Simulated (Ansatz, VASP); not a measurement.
MnO2 in VASP and in Ansatz

```xyz
6
Lattice="4.4575 0.0000 0.0000 0.0000 4.4575 0.0000 0.0000 0.0000 2.9429" Properties=species:S:1:pos:R:3 pbc="T T T"
Mn    0.0000    0.0000    0.0000
Mn    2.2288    2.2288    1.4714
O     1.3644    1.3644    0.0000
O     0.8644    3.5932    1.4714
O     3.0931    3.0931    0.0000
O     3.5932    0.8644    1.4714
```

Alike in both runs: functional PBE; k mesh 4 × 4 × 8; occupations gaussian, width 0.1 eV; collinear spin; Hubbard terms Mn d U = 3.9 eV.

Ansatz relaxed the structure, and its values are those at the end. VASP's run is a single point on that final structure, the one shown.

|  | VASP | Ansatz |
| --- | --- | --- |
| version | VASP 6.6.1 | Ansatz 0.2.0 |
| potentials or method | VASP PAW PBE potentials, release 64 (Mn_pv, O), cutoff 520 eV | scalar-relativistic, plane waves, PAW |
| valence electrons in the cell | 50 | 54 |

```csv
,VASP,Ansatz,Ansatz less VASP
gap on the k mesh at the Fermi level (eV),none,none,-
pressure (GPa),0.7,0.0,-0.65
rms of the force components (eV/Å),0.012,0.001,-0.0114
net moment per atom (μB),1.01,1.01,-0.003
size of the moment on the site where the two differ most (μB),3.13,2.78,-0.347
```

Site moments also hang on the region over which each program counts them. The programs project onto different local orbitals, so the same U acts differently, and such runs can settle in different states. A gap of «none» marks a metal or a gap that the smearing closes. VASP's potentials hold 50 valence electrons a cell and Ansatz's 54, so a difference there can come from the potentials and not from the codes. Ansatz's warnings: filled band counts differ across k points.
